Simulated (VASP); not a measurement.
Set up this calculation in VASP 6.6.1, as the native input.

| Quantity | Value |
| --- | --- |
| Task | single point |
| Functional | PBE |
| Dispersion | D3(BJ) |
| Potentials or basis | VASP PAW PBE potentials, release 64 (Cd_sv_GW, S) |
| Cutoff | 630 eV |
| k mesh | 7 × 7 × 5 |
| Occupations | fermi-dirac, width 0.05 eV |
| Spin | no spin polarisation |
| Dipole correction | no |
| Further INCAR settings | ALGO = Normal; EDIFF = 1e-06; NBANDS = 20 |

The structure of CdS lies in POSCAR:

```
CdS
1.0
    4.1068484233      0.0000000000      0.0000000000
   -2.0534242117      3.5566350641      0.0000000000
    0.0000000000      0.0000000000      3.8556927171
Cd S
1 1
Direct
    0.0000000000      0.0000000000      0.5265989710
    0.6666666667      0.3333333333      0.3504010290
```

One way to write it, as run:

INCAR

```
PREC = Accurate ; ENCUT = 630
EDIFF = 1E-6 ; ISMEAR = -1
SIGMA = 0.05 ; LREAL = False
LASPH = True ; NELM = 120
ALGO = Normal ; ISIF = 2
LWAVE = False ; LCHARG = False
GGA = PE ; IVDW = 12
NBANDS = 20 ; GGA_COMPAT = False
```

KPOINTS

```
Automatic mesh
0
Gamma
  7 7 5
```

Potentials or basis: VASP PAW PBE potentials, release 64 (Cd_sv_GW, S).

Launch:

```bash
$ cat potpaw_PBE.64/Cd_sv_GW/POTCAR potpaw_PBE.64/S/POTCAR > POTCAR
$ mpirun -np 1 vasp_std > vasp.out
```

Results of the run:

- Pressure: -0.1 GPa
- Band gap on the k mesh: 0.95 eV (least direct gap 1.24 eV)
- Dispersion energy per atom: -0.266 eV

It took 60 s on 1 thread of Intel(R) Xeon(R) Platinum 8259CL CPU @ 2.50GHz (Skylake/Cascade Lake) (shared host), peak memory 0.24 GiB.
